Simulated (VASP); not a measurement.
Ba8Zn3O11: single point with PBE

System: Ba8Zn3O11.

```
Ba O Zn
1.0
     7.53510   -0.04109    0.13990
    -0.04109    7.66396   -0.30672
     0.13990   -0.30672    7.29671
Ba O Zn
8 11 3
Direct
  0.33287 0.12990 0.68784
  0.66323 0.59385 0.63899
  0.82506 0.11668 0.50217
  0.42453 0.62829 0.02399
  0.97680 0.82902 0.15959
  0.65791 0.00569 0.95339
  0.98331 0.35356 0.98758
  0.34600 0.07841 0.26521
  0.61112 0.92499 0.61638
  0.90592 0.79687 0.78054
  0.18665 0.92177 0.47659
  0.27305 0.43047 0.18566
  0.84073 0.49090 0.31903
  0.20732 0.50009 0.67180
  0.25283 0.92074 0.92193
  0.50854 0.32377 0.46349
  0.65207 0.37840 0.94302
  0.88439 0.12186 0.17330
  0.59063 0.85648 0.22001
  0.14061 0.75048 0.68551
  0.62798 0.38602 0.21395
  0.27737 0.47786 0.41616
```

* Program: VASP 6.6.1
* Task: single point
* Functional: PBE
* Potentials or basis: VASP PAW PBE potentials, release 64 (Ba_sv, O_h, Zn)
* Cutoff: 1000 eV
* k mesh: 1 × 1 × 1
* Occupations: fermi-dirac, width 0.1172 eV
* Spin: no spin polarisation
* Dipole correction: no
* Further INCAR settings: LREAL = Auto; ALGO = Normal; EDIFF = 1e-06; NBANDS = 108; ISYM = 0

- Pressure: 6.7 GPa
- Largest force: 4.494 eV/Å

Forces on the atoms (eV/Å):
```
Ba   0.337  0.286  1.537
Ba   0.982  0.909 -1.591
Ba   0.025  0.516  0.404
Ba   0.126  1.793 -1.112
Ba   0.247 -2.197 -0.185
Ba   0.409  0.676 -1.587
Ba   0.637  0.441  0.547
Ba  -0.086 -0.458 -1.776
O   -1.392  0.077  0.249
O   -0.375 -0.337  1.270
O   -1.632 -1.219  0.248
O   -0.968 -1.280 -2.239
O   -0.194  0.510 -0.091
O    0.544  0.152 -0.356
O    0.429 -0.304  0.718
O    0.420  0.119 -1.549
O   -0.408 -0.248 -0.036
O    0.454  0.364  0.051
O   -0.075 -0.739 -0.420
Zn  -0.261  0.834  0.115
Zn   1.310 -0.175  1.347
Zn  -0.530  0.279  4.454
```

Stress tensor (GPa, compression positive):
```
 7.80  0.99 -0.39
 0.99  4.26  1.07
-0.39  1.07  7.94
```

Levels at points of the mesh, in eV from the Fermi level:
```csv
k point,band 88,band 89,band 90,band 91,band 92,band 93,band 94,band 95
"(0.00, 0.00, 0.00)",-1.41,-1.23,-1.01,-0.60,0.60,1.75,2.04,2.22
```

Run time: 3 min on 1 thread of Intel(R) Xeon(R) 6975P-C (Granite Rapids), with other jobs on the host, peak memory 0.98 GiB.

Caveat: the k points lie up to 0.86 Å⁻¹ apart, too coarse for converged energies, forces and pressures; the atoms stand as in a frame of molecular dynamics; spin-orbit coupling is left out, which moves the levels of the heavy elements.
